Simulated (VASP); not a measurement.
Input of a VASP 6.6.1 run:

Contents of INCAR:

```
  PREC = Accurate
  ENCUT = 520
  EDIFF = 1E-7
  ISMEAR = 0
  SIGMA = 0.1
  LREAL = False
  LASPH = True
  NELM = 60
  ALGO = Normal
  ISIF = 2
  LWAVE = False
  LCHARG = False
  GGA = PE
  NBANDS = 41
```

File KPOINTS:

```
Automatic mesh
0
Gamma
  4 4 4
```

POSCAR

```
Na4AlPS4
1.0
    0.0000000000      5.1981331135      5.1981331135
    5.1981331135      0.0000000000      5.1981331135
    5.1981331135      5.1981331135      0.0000000000
Na Al P S
4 1 1 4
Direct
    0.3733419962      0.3733419962      0.8799740115
    0.8799740115      0.3733419962      0.3733419962
    0.3733419962      0.3733419962      0.3733419962
    0.3733419962      0.8799740115      0.3733419962
    0.0000000000      0.0000000000      0.0000000000
    0.7500000000      0.7500000000      0.7500000000
    0.8741634615      0.8741634615      0.3775096155
    0.3775096155      0.8741634615      0.8741634615
    0.8741634615      0.8741634615      0.8741634615
    0.8741634615      0.3775096155      0.8741634615
```

Potentials or basis: VASP PAW PBE potentials, release 64 (Na_pv, Al, P, S).

Launch:

```console
$ cat potpaw_PBE.64/Na_pv/POTCAR potpaw_PBE.64/Al/POTCAR potpaw_PBE.64/P/POTCAR potpaw_PBE.64/S/POTCAR > POTCAR
$ mpirun -np 1 vasp_std > vasp.out
```

Problem. Predict the largest force.

Solution. 0.029 eV/Å.

Problem. What does it give for the pressure?

Solution. 0.3 GPa.

Forces in eV/Å, atoms in the order of the input:
```
Na   0.004  0.004 -0.004
Na  -0.004  0.004  0.004
Na  -0.004 -0.004 -0.004
Na   0.004 -0.004  0.004
Al   0.000  0.000  0.000
P    0.000  0.000  0.000
S    0.017  0.017 -0.017
S   -0.017  0.017  0.017
S   -0.017 -0.017 -0.017
S    0.017 -0.017  0.017
```
